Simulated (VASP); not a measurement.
Here is a VASP 6.6.1 calculation.

File INCAR:

```
PREC = Accurate ; ENCUT = 600
EDIFF = 1E-6 ; ISMEAR = 0
SIGMA = 0.15 ; LREAL = F
LASPH = T ; NELM = 120
ALGO = Normal ; ISIF = 2
LWAVE = F ; LCHARG = F
GGA = CA ; NBANDS = 16
GGA_COMPAT = F
```

Contents of KPOINTS:

```
Automatic mesh
0
Gamma
  5 5 5
```

Contents of POSCAR:

```
TaN
1.0
    2.9380000000      0.0000000000      0.0000000000
   -1.4690000000      2.5443826400      0.0000000000
    0.0000000000      0.0000000000      2.8830000000
Ta N
1 1
Direct
    0.3333333333      0.6666666667      0.5000000000
    0.0000000000      0.0000000000      0.0000000000
```

Potentials or basis: VASP PAW LDA potentials, release 64 (Ta_sv_GW, N).

Command:

```bash
$ cat potpaw_LDA.64/Ta_sv_GW/POTCAR potpaw_LDA.64/N/POTCAR > POTCAR
$ mpirun -np 1 vasp_std > vasp.out
```

Predict the band gap on the k mesh.

zero (filled and empty bands touch).

What does it give for the pressure?

-10.6 GPa.

Stress tensor (GPa, compression positive):
```
 -9.87   0.00   0.00
  0.00  -9.87   0.00
  0.00   0.00 -12.02
```

Caveat: the k points lie up to 0.49 Å⁻¹ apart; spin-orbit coupling is left out, which moves the levels of the heavy elements.
